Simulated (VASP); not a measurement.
ZnAu: single point with PBE

ZnAu:

```
Zn Au
1.0
     3.09498    0.00000    0.00000
     0.00000    3.18996    0.00777
     0.00000    0.00777    2.95365
Zn Au
1 1
Cartesian
  1.6458 1.5989 1.4807
  -0.0983 0.0000 0.0000
```

This cell differs from its parent crystal: strained and its atoms moved.

```yaml
Program: VASP 6.6.1
Task: single point
Functional: PBE
Potentials_or_basis: VASP PAW PBE potentials, release 64 (Zn, Au)
Cutoff: 520 eV
k_mesh: 12 × 12 × 12
Occupations: gaussian, width 0.1 eV
Spin: no spin polarisation
```

| Property | Result |
| --- | --- |
| Pressure | 19.1 GPa |
| Largest force | 1.087 eV/Å |
| Band gap on the k mesh | zero (an odd number of electrons rules out a gap without spin polarisation) |

Forces in eV/Å, atoms in the order of the input:
```
Zn  -1.087  0.000  0.000
Au   1.087  0.000  0.000
```

Stress tensor (GPa, compression positive):
```
16.72  0.00  0.00
 0.00 19.82 -0.51
 0.00 -0.51 20.76
```

Levels at points of the mesh, in eV from the Fermi level:
| k point | band 9 | band 10 | band 11 | band 12 | band 13 | band 14 | band 15 | band 16 |
| --- | --- | --- | --- | --- | --- | --- | --- | --- |
| (0.00, 0.00, 0.00) | -4.10 | -3.93 | -3.92 | 3.94 | 5.07 | 6.37 | 9.16 | 12.03 |
| (0.50, 0.00, 0.00) | -5.56 | -5.03 | -4.11 | -2.53 | 9.81 | 9.91 | 11.43 | 12.03 |
| (0.00, 0.50, 0.00) | -5.16 | -4.98 | -4.01 | -3.03 | 9.53 | 10.76 | 11.84 | 12.51 |
| (0.50, 0.50, 0.00) | -4.21 | -3.55 | -2.65 | -2.52 | 0.50 | 2.45 | 11.81 | 13.69 |
| (0.00, 0.00, 0.50) | -5.57 | -5.13 | -4.22 | -1.90 | 9.81 | 10.70 | 10.84 | 11.23 |
| (0.50, 0.00, 0.50) | -4.33 | -3.20 | -2.09 | -2.09 | 1.48 | 3.07 | 10.00 | 12.21 |
| (0.00, 0.50, 0.50) | -4.37 | -3.35 | -2.35 | -2.18 | 1.17 | 2.87 | 10.85 | 12.84 |
| (0.50, 0.50, 0.50) | -3.48 | -3.12 | 1.57 | 3.41 | 3.58 | 3.78 | 4.09 | 5.98 |

It took 3.1 min on 1 thread of Oxide Virtual Turin-like Processor (shared host), peak memory 0.35 GiB.

Caveat: the cell differs from its parent crystal (strained and its atoms moved); the cell stands under pressure; spin-orbit coupling is left out, which moves the levels of the heavy elements; forces of over 1 eV/Å act on the atoms, so gaps and moduli don't describe the material at rest.
